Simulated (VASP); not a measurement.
# Al (C2/m) in VASP: a series of runs

Al is run at these levels: PBE; tasks: single point.

Program: VASP 6.6.1. These are calculated values, not measurements. Logs are shortened: lines on timing, memory, paths and dates and some standing lists are left out, and cuts for length are marked.

### Step 1. The cell of the first run

It takes space group C2/m (No. 12, monoclinic). The conventional cell has a = 4.338 Å, b = 3.235 Å, c = 3.126 Å, α = 90.00°, β = 129.77°, γ = 90.00°. Al (site symmetry 2/m) has 14 Al at 2.71 to 3.35 Å within 3.6 Å.

### Step 2. Single point, PBE (engineering shear strain xy -0.1050, strain +e along x and -e along y -0.0350)

INCAR

```
  PREC = Accurate
  ENCUT = 520
  EDIFF = 1E-6
  ISMEAR = 0
  SIGMA = 0.15
  LREAL = False
  LASPH = True
  NELM = 80
  ALGO = Fast
  ISIF = 2
  LWAVE = False
  LCHARG = False
  GGA = PE
  NBANDS = 8
```

KPOINTS

```
Automatic mesh
0
Gamma
  20 20 20
```

POSCAR

```
Al
1.0
   -1.6458166693      1.7590423861      1.6175102401
    1.6458166693     -1.7590423861      1.6175102401
    1.4759780941      1.5892038109     -1.6175102401
Al
1
Direct
    0.0000000000      0.0000000000      0.0000000000
```

Potentials or basis: VASP PAW PBE potentials, release 64 (Al).

Started as:

```
$ cat potpaw_PBE.64/Al/POTCAR > POTCAR
$ mpirun -np 1 vasp_std > vasp.out
```

OUTCAR:

```text
PREC = Accurate
   ENCUT = 520
   EDIFF = 1E-6
   ISMEAR = 0
   LREAL = False
   LASPH = True
   NELM = 80
   ISIF = 2
   GGA = PE

 ion  position               nearest neighbor table
   1  0.000  0.000  0.000-

  LATTYP: Found a base centered monoclinic cell.
 ALAT       =     4.3377782732
 B/A-ratio  =     0.7457782018
 C/A-ratio  =     0.7207402302
 COS(beta)  =    -0.6397132030

  Lattice vectors:

 A1 = (  -1.4759780941,  -1.5892038109,   1.6175102401)
 A2 = (  -1.4759780941,  -1.5892038109,  -1.6175102401)
 A3 = (   3.1217947634,  -0.1698385752,   0.0000000000)

Analysis of symmetry for initial positions (statically):
=====================================================================
 Subroutine PRICEL returns:
 Original cell was already a primitive cell.

 Routine SETGRP: Setting up the symmetry group for a
 base centered monoclinic supercell.

 Subroutine GETGRP returns: Found  4 space group operations
 (whereof  4 operations were pure point group operations)
 out of a pool of  4 trial point group operations.

The static configuration has the point symmetry C_2h.

Analysis of symmetry for dynamics (positions and initial velocities):
=====================================================================
 Subroutine PRICEL returns:
 Original cell was already a primitive cell.

 Routine SETGRP: Setting up the symmetry group for a
 base centered monoclinic supercell.

 Subroutine GETGRP returns: Found  4 space group operations
 (whereof  4 operations were pure point group operations)
 out of a pool of  4 trial point group operations.

The dynamic configuration has the point symmetry C_2h.

 Subroutine INISYM returns: Found  4 space group operations
 (whereof  4 operations are pure point group operations),
 and found     1 'primitive' translations

----------------------------------------------------------------------------------------

                                     Primitive cell

  volume of cell :      16.8604

  direct lattice vectors                    reciprocal lattice vectors
    -1.645816669  1.759042386  1.617510240     0.016293514  0.299490303  0.309117054
     1.645816669 -1.759042386  1.617510240     0.321214988  0.016293514  0.309117054
     1.475978094  1.589203811 -1.617510240     0.337508502  0.315783817  0.000000000

  length of vectors
     2.901599904  2.901599904  2.705627370     0.430712518  0.446091807  0.462202778

  position of ions in fractional coordinates (direct lattice)
     0.000000000  0.000000000  0.000000000

  ion indices of the primitive-cell ions
   primitive index   ion index
                 1           1

----------------------------------------------------------------------------------------

 KPOINTS: Automatic mesh

Automatic generation of k-mesh.
 Grid dimensions read from file:
 generate k-points for:   20   20   20

 Generating k-lattice:

  Cartesian coordinates                     Fractional coordinates (reciprocal lattice)
     0.000814676  0.014974515  0.015455853     0.050000000  0.000000000 -0.000000000
     0.016060749  0.000814676  0.015455853     0.000000000  0.050000000  0.000000000
     0.016875425  0.015789191  0.000000000    -0.000000000  0.000000000  0.050000000

  Length of vectors
     0.021535626  0.022304590  0.023110139

  Shift w.r.t. Gamma in fractional coordinates (k-lattice)
     0.000000000  0.000000000  0.000000000

 Subroutine IBZKPT returns following result:
 ===========================================

 Found   2112 irreducible k-points:

 Following reciprocal coordinates:
            Coordinates               Weight
  0.000000  0.000000  0.000000      1.000000
  0.050000  0.000000 -0.000000      4.000000
  0.100000  0.000000 -0.000000      4.000000
  0.150000  0.000000 -0.000000      4.000000
  0.200000  0.000000 -0.000000      4.000000
  0.250000  0.000000  0.000000      4.000000
[... 16 lines left out ...]
 -0.450000  0.050000  0.000000      4.000000
 -0.400000  0.050000  0.000000      4.000000
 [... further k-points ...]
   k-points           NKPTS =   2112   k-points in BZ     NKDIM =   2112   number of bands    NBANDS=      8
   number of dos      NEDOS =    301   number of ions     NIONS =      1
   total plane-waves  NPLWV =  11520
   dimension x,y,z NGX =    24 NGY =   24 NGZ =   20
   dimension x,y,z NGXF=    48 NGYF=   48 NGZF=   40
   ions per type =               1
   NGX,Y,Z   is equivalent  to a cutoff of  13.75, 13.75, 12.29 a.u.
   NGXF,Y,Z  is equivalent  to a cutoff of  27.50, 27.50, 24.58 a.u.
 SYSTEM =  unknown system
   PREC   = accura    normal or accurate (medium, high low for compatibility)
   ISTART =      0    job   : 0-new  1-cont  2-samecut
   ICHARG =      2    charge: 1-file 2-atom 10-const
   ISPIN  =      1    spin polarized calculation?
   LNONCOLLINEAR =      F non collinear calculations
   LSORBIT =      F    spin-orbit coupling
   LASPH  =      T    aspherical Exc in radial PAW
   ENCUT  =  520.0 eV  38.22 Ry    6.18 a.u.   5.40  5.40  5.03*2*pi/ulx,y,z
   NELM   =     80;   NELMIN=  2; NELMDL= -5     # of ELM steps
   EDIFF  = 0.1E-05   stopping-criterion for ELM
   LREAL  =      F    real-space projection
   EDIFFG = 0.1E-04   stopping-criterion for IOM
   NSW    =      0    number of steps for IOM
   IBRION =     -1    ionic relax: 0-MD 1-quasi-New 2-CG
   NFREE  =      0    steps in history (QN), initial steepest desc. (CG)
   ISIF   =      2    stress and relaxation
   ISYM   =      2    0-nonsym 1-usesym 2-fastsym
   POTIM  = 0.5000    time-step for ionic-motion
   TEBEG  =    0.0;   TEEND  =   0.0 temperature during run
   PSTRESS=    0.0 pullay stress
   NELECT =       3.0000    total number of electrons
   NUPDOWN=      -1.0000    fix difference up-down
   EMIN   =  10.00;   EMAX   =-10.00  energy-range for DOS
   EFERMI =   0.00;   METHOD = LEGACY
   ISMEAR =     0;   SIGMA  =   0.15  broadening in eV -4-tet -1-fermi 0-gaus
   EFERMI_NEDOS =   21; number of points for ismear=-14 and -15
   IALGO  =     68    algorithm
   IMIX   =      4    mixing-type and parameters
     AMIX     =   0.40;   BMIX     =  1.00
     AMIX_MAG =   1.60;   BMIX_MAG =  1.00
  volume/ion in A,a.u.               =      16.86       113.78
  Fermi-wavevector in a.u.,A,eV,Ry     =   0.920787  1.740035 11.535675  0.847848
  Thomas-Fermi vector in A             =   2.046131
   LORBIT       =      0    0 simple, 1 ext, 2 COOP (PROOUT), +10 PAW based schemes
   GGA     = PE    functional components
   LHFCALC =     F    Hartree Fock is set to
   AEXX    =    0.0000 exact exchange contribution
   IVDW    =     0    specifies the selected vdW correction
   LEPSILON=     F    determine dielectric tensor
   LRPA    =     F    only Hartree local field effects (RPA)
 non-spin polarized calculation
 RMM-DIIS sequential band-by-band and
 Gauss-broadening in eV      SIGMA  =   0.15
  energy-cutoff  :      520.00
  volume of cell :       16.86
 maximum number of plane-waves:       470
 NGX is ok and might be reduce to    24
   NGX = 11   NGY = 11   NGZ = 11

 number of electron       3.0000000 magnetization

 Free energy of the ion-electron system (eV)
  ---------------------------------------------------
  ext. energy  EPLUGINS =         0.00000000
  ---------------------------------------------------
  free energy    TOTEN  =        -3.63372533 eV

  energy without entropy =       -3.62899109  energy(sigma->0) =       -3.63135821

 E-fermi :   7.7719     XC(G=0): -10.1181

 val. band max:        7.7716151261   @ k =   0.4000   0.1000   0.2500
 cond. band min:       7.7769658089   @ k =  -0.4500  -0.4500   0.4000
 fundamental gap:      0.0053506828
 Fermi energy:         7.7718571952

 k-point     1 :       0.0000    0.0000    0.0000
  band No.  band energies     occupation
      1      -3.2098      2.00000
      2      19.8932      0.00000
      3      19.9127      0.00000
      4      20.3756      0.00000
      5      21.9990      0.00000
      6      22.0807      0.00000
      7      22.7350      0.00000
      8      23.6674      0.00000

 k-point     2 :       0.0500    0.0000   -0.0000
  band No.  band energies     occupation
      1      -3.1412      2.00000
      2      19.0384      0.00000
      3      19.2853      0.00000
      4      20.8333      0.00000
      5      21.7143      0.00000
      6      22.2774      0.00000
      7      22.8316      0.00000
      8      23.7020      0.00000

 k-point     3 :       0.1000    0.0000   -0.0000
  band No.  band energies     occupation
      1      -2.9354      2.00000
      2      17.2996      0.00000
      3      18.5230      0.00000
      4      20.5120      0.00000
      5      21.8464      0.00000
      6      22.5141      0.00000
      7      22.5858      0.00000
      8      24.2538      0.00000

 k-point     4 :       0.1500    0.0000   -0.0000
  band No.  band energies     occupation
      1      -2.5931      2.00000
      2      15.3564      0.00000
      3      17.8301      0.00000
      4      19.7300      0.00000
      5      21.7041      0.00000
      6      22.2425      0.00000
      7      23.0663      0.00000
      8      23.9443      0.00000

 k-point     5 :       0.2000    0.0000   -0.0000
  band No.  band energies     occupation
      1      -2.1152      2.00000
      2      13.4027      0.00000
      3      17.2324      0.00000
      4      18.9471      0.00000
      5      21.2078      0.00000
      6      21.8380      0.00000
      7      23.7646      0.00000
      8      23.9940      0.00000

 k-point     6 :       0.2500    0.0000    0.0000
  band No.  band energies     occupation
      1      -1.5031      2.00000
      2      11.5057      0.00000
      3      16.7396      0.00000
      4      18.2321      0.00000
      5      20.6797      0.00000
      6      21.3677      0.00000
      7      24.2753      0.00000
      8      24.5810      0.00000

 k-point     7 :       0.3000    0.0000   -0.0000
  band No.  band energies     occupation
      1      -0.7584      2.00000
      2       9.6940      0.00000
      3      16.3559      0.00000
      4      17.6084      0.00000
      5      20.2142      0.00000
      6      20.9152      0.00000
      7      24.7808      0.00000
      8      25.4248      0.00000
[... 133 lines left out ...]
 k-point    20 :       0.4000    0.0500    0.0000
  band No.  band energies     occupation
      1       1.7965      2.00000
      2       5.5660      2.00000
      3      14.7745      0.00000
      4      17.3534      0.00000
      5      19.5476      0.00000
      6      20.4105      0.00000
      7      25.8460      0.00000
      8      28.2282      0.00000

 k-point    21 :       0.4500    0.0500   -0.0000
  band No.  band energies     occupation
      1       2.9863      2.00000
      2       4.1510      2.00000
      3      14.5040      0.00000
      4      17.3012      0.00000
      5      19.4859      0.00000
      6      20.3766      0.00000
      7      26.6654      0.00000
      8      28.4356      0.00000

 k-point    22 :       0.5000    0.0500   -0.0000
  band No.  band energies     occupation
      1       2.8175      2.00000
      2       4.3356      2.00000
      3      14.3523      0.00000
      4      17.3524      0.00000
      5      19.5451      0.00000
      6      20.4545      0.00000
      7      27.0765      0.00000
      8      28.1053      0.00000

 k-point    23 :      -0.4500    0.0500    0.0000
  band No.  band energies     occupation
      1       1.6409      2.00000
      2       5.7687      2.00000
      3      14.3206      0.00000
      4      17.5059      0.00000
      5      19.7266      0.00000
      6      20.6428      0.00000
      7      26.4955      0.00000
      8      27.7437      0.00000

 k-point    24 :      -0.4000    0.0500    0.0000
  band No.  band energies     occupation
      1       0.5836      2.00000
      2       7.3222      1.99998
      3      14.4095      0.00000
      4      17.7607      0.00000
      5      20.0264      0.00000
      6      20.9360      0.00000
      7      25.6779      0.00000
      8      26.9787      0.00000

 [... further k-points ...]

------------------------ aborting loop because EDIFF is reached ----------------------------------------

  FORCE on cell =-STRESS in cart. coord.  units (eV):
  Direction    XX          YY          ZZ          XY          YZ          ZX
  --------------------------------------------------------------------------------------
  -------------------------------------------------------------------------------------
  Total       -0.0047766      0.2658342      0.0849908      0.4548338      0.0000000     -0.0000000
  in kB       -0.4538961     25.2611309      8.0763311     43.2209859      0.0000000     -0.0000000
  external PRESSURE =      10.9611886 kB  Pullay stress =       0.0000000 kB

 VOLUME and BASIS-vectors are now :
 -----------------------------------------------------------------------------
  energy-cutoff  :      520.00
  volume of cell :       16.86
      direct lattice vectors                 reciprocal lattice vectors
    -1.645816669  1.759042386  1.617510240     0.016293514  0.299490303  0.309117054
     1.645816669 -1.759042386  1.617510240     0.321214988  0.016293514  0.309117054
     1.475978094  1.589203811 -1.617510240     0.337508502  0.315783817  0.000000000

 POSITION                                       TOTAL-FORCE (eV/Angst)
 -----------------------------------------------------------------------------------
      0.00000      0.00000      0.00000        -0.000000     -0.000000      0.000000
 -----------------------------------------------------------------------------------
    total drift:                                0.000000      0.000000     -0.000000

  FREE ENERGIE OF THE ION-ELECTRON SYSTEM (eV)
  ---------------------------------------------------
  free  energy   TOTEN  =        -3.6337253271 eV

  energy  without entropy=       -3.6289910863  energy(sigma->0) =       -3.63135821
```

It took 2.6 min on 1 thread of Intel Xeon Platinum 8259CL at 2.50GHz (Skylake/Cascade Lake), shared host; peak memory 0.34 GiB.

Results:

```
Free energy            : -3.6337 eV
Pressure               : 1.1 GPa
Band gap on the k mesh : zero (an odd number of electrons rules out a gap without spin polarisation)
```

Caveat: the cell differs from its parent crystal (engineering shear strain xy -0.1050, strain +e along x and -e along y -0.0350).

### Step 3. Single point, PBE (engineering shear strain xy -0.0700, strain +e along x and -e along y -0.0350)

INCAR

```
PREC = Accurate
ENCUT = 520
EDIFF = 1E-6
ISMEAR = 0
SIGMA = 0.15
LREAL = False
LASPH = True
NELM = 100
ALGO = Fast
ISIF = 2
LWAVE = False
LCHARG = False
GGA = PE
NBANDS = 8
```

KPOINTS

```
regular mesh
0
Gamma
  20 20 20
```

POSCAR

```
Al
1.0
   -1.6175102401      1.7307359569      1.6175102401
    1.6175102401     -1.7307359569      1.6175102401
    1.5042845233      1.6175102401     -1.6175102401
Al
1
Direct
    0.0000000000      0.0000000000      0.0000000000
```

Potentials or basis: VASP PAW PBE potentials, release 64 (Al).

Started as:

```
$ cat potpaw_PBE.64/Al/POTCAR > POTCAR
$ mpirun -np 1 vasp_std > vasp.out
```

Wall time 2.7 min (1 thread of Intel Xeon Platinum 8259CL at 2.50GHz (Skylake/Cascade Lake), shared host); peak memory 0.34 GiB.

The run converged. Its results:

- Free energy: -3.6473 eV
- Pressure: 0.5 GPa
- Band gap on the k mesh: zero (an odd number of electrons rules out a gap without spin polarisation)

Stress tensor (GPa, compression positive):
```
-0.53  2.87  0.00
 2.87  1.88  0.00
 0.00  0.00  0.11
```

Levels at points of the mesh, in eV from the Fermi level:
```
           k point  band 1  band 2  band 3  band 4
(0.00, 0.00, 0.00)  -10.97   12.25   12.63   13.23
(0.50, 0.00, 0.00)   -4.39   -4.14    8.34    8.77
(0.00, 0.50, 0.00)   -4.06   -3.50    6.97    7.37
(0.50, 0.50, 0.00)   -4.51   -4.45    8.39    8.68
(0.00, 0.00, 0.50)   -3.89   -3.14    7.34    8.05
(0.50, 0.50, 0.50)    0.90    1.80    2.57    2.93
```

Caveat: the cell differs from its parent crystal (engineering shear strain xy -0.0700, strain +e along x and -e along y -0.0350).

### Step 4. Single point, PBE (engineering shear strain xy -0.0350, strain +e along x and -e along y -0.0350)

INCAR

```
SYSTEM = Al
ALGO = Fast
EDIFF = 1E-7
ENCUT = 520
GGA = PE
ISIF = 2
ISMEAR = 0
LASPH = .TRUE.
LCHARG = .FALSE.
LREAL = .FALSE.
LWAVE = .FALSE.
NBANDS = 8
NELM = 100
PREC = Accurate
SIGMA = 0.15
```

KPOINTS

```
k-points
0
G
  20 20 20
  0 0 0
```

POSCAR

```
Al
1.0
   -1.5892038109      1.7024295277      1.6175102401
    1.5892038109     -1.7024295277      1.6175102401
    1.5325909525      1.6458166693     -1.6175102401
Al
1
Direct
    0.0000000000      0.0000000000      0.0000000000
```

Started as:

```
$ cat potpaw_PBE.64/Al/POTCAR > POTCAR
$ mpirun -np 1 vasp_std > vasp.out
```

Wall time 4.5 min (1 thread of Intel Xeon Platinum 8259CL at 2.50GHz (Skylake/Cascade Lake), shared host); peak memory 0.35 GiB.

It converged, with:

| Quantity | Value |
| --- | --- |
| Free energy | -3.6552 eV |
| Pressure | 0.1 GPa |
| Band gap on the k mesh | zero (an odd number of electrons rules out a gap without spin polarisation) |

Stress tensor (GPa, compression positive):
```
-0.96  1.30  0.00
 1.30  1.48  0.00
 0.00  0.00 -0.16
```

Levels at points of the mesh, in eV from the Fermi level:
| k point | band 1 | band 2 | band 3 | band 4 | band 5 | band 6 |
| --- | --- | --- | --- | --- | --- | --- |
| (0.00, 0.00, 0.00) | -10.96 | 12.33 | 13.05 | 13.75 | 14.01 | 14.14 |
| (0.50, 0.00, 0.00) | -4.38 | -4.14 | 8.59 | 8.94 | 10.81 | 11.69 |
| (0.00, 0.50, 0.00) | -4.05 | -3.50 | 7.27 | 7.51 | 9.17 | 10.91 |
| (0.50, 0.50, 0.00) | -4.36 | -4.12 | 8.31 | 8.34 | 9.99 | 11.58 |
| (0.00, 0.00, 0.50) | -4.05 | -3.47 | 7.67 | 8.14 | 9.63 | 10.91 |
| (0.50, 0.50, 0.50) | 0.92 | 1.82 | 2.56 | 2.86 | 3.21 | 5.66 |

Caveat: the cell differs from its parent crystal (engineering shear strain xy -0.0350, strain +e along x and -e along y -0.0350).

### Step 5. Overview

| cell | further INCAR settings | gap on the mesh (eV) | pressure (GPa) |
| --- | --- | --- | --- |
| a = 2.902, b = 2.902, c = 2.706 Å, angles 112.3, 106.7, 112.2°, 1 atom | ALGO = Fast; EDIFF = 1e-06; NBANDS = 8 | none | 1.1 |
| a = 2.868, b = 2.868, c = 2.738 Å, angles 112.3, 106.6, 111.3°, 1 atom | ALGO = Fast; EDIFF = 1e-06; NBANDS = 8 | none | 0.5 |
| a = 2.836, b = 2.836, c = 2.770 Å, angles 112.3, 106.6, 110.4°, 1 atom | ALGO = Fast; EDIFF = 1e-07; NBANDS = 8 | none | 0.1 |

Alike in all rows: task single point; level PBE; potentials or basis VASP PAW PBE potentials, release 64 (Al); no spin polarisation; k mesh 20 × 20 × 20; cutoff (eV) 520; smearing gaussian 0.15 eV.

Absolute energies hang on the potentials; compare differences alone.
